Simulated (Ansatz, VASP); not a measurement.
## One calculation of Na, two programs

INCAR

```
SYSTEM = Na
  PREC = Accurate
  ENCUT = 500
  EDIFF = 1E-6
  ISMEAR = -1
  SIGMA = 0.05
  LREAL = .False.
  LASPH = .True.
  NELM = 120
  ALGO = Normal
  ISIF = 2
  LWAVE = .False.
  LCHARG = .True.
  GGA = PS
  LELF = .True.
  LVHAR = .True.
  NBANDS = 10
  GGA_COMPAT = .False.
```

File KPOINTS:

```
Automatic mesh
0
Gamma
  9 9 9
  0 0 0
```

File POSCAR:

```
Na
1.0
   -2.1838200000      2.1838200000      2.1410000000
    2.1838200000     -2.1838200000      2.1410000000
    2.1838200000      2.1838200000     -2.1410000000
Na
1
Direct
    0.0000000000      0.0000000000      0.0000000000
```

The input input.yaml:

```yaml
crystal:
  lattice:
    - [-2.18382, 2.18382, 2.141]
    - [2.18382, -2.18382, 2.141]
    - [2.18382, 2.18382, -2.141]
  atoms:
    - { symbol: Na, position: [0.0, 0.0, 0.0] }
kpoints:
  mp_grid: { grid: [9, 9, 9] }
scf:
  occupations: { method: fermi_dirac, width: 0.05 }
hamiltonian:
  xc: pbesol
  pseudopotentials: { kind: all_electron, lapw: { basis_error: 0.001 } }
output:
  forces: true
  stress: true
  eigenvalues: true
```

Change from the starting cell: strain_xy = 0.02.

Alike in both runs: task single point; functional PBEsol; k mesh 9 × 9 × 9; occupations fermi-dirac, width 0.05 eV; no spin polarisation.

|  | VASP | Ansatz |
| --- | --- | --- |
| version | VASP 6.6.1 | Ansatz 0.2.0 |
| potentials or method | VASP PAW PBE potentials, release 64 (Na_pv), cutoff 500 eV | all-electron LAPW, scalar-relativistic |

```csv
,VASP,Ansatz,Ansatz less VASP
gap on the k mesh at the Fermi level (eV),none,none,-
pressure (GPa),-0.8,-0.8,+0.03
```

VASP's potentials were made for PBE, not for PBEsol. A gap of «none» marks a metal or a gap that the smearing closes. Ansatz ran all-electron here, and VASP with PAW potentials.
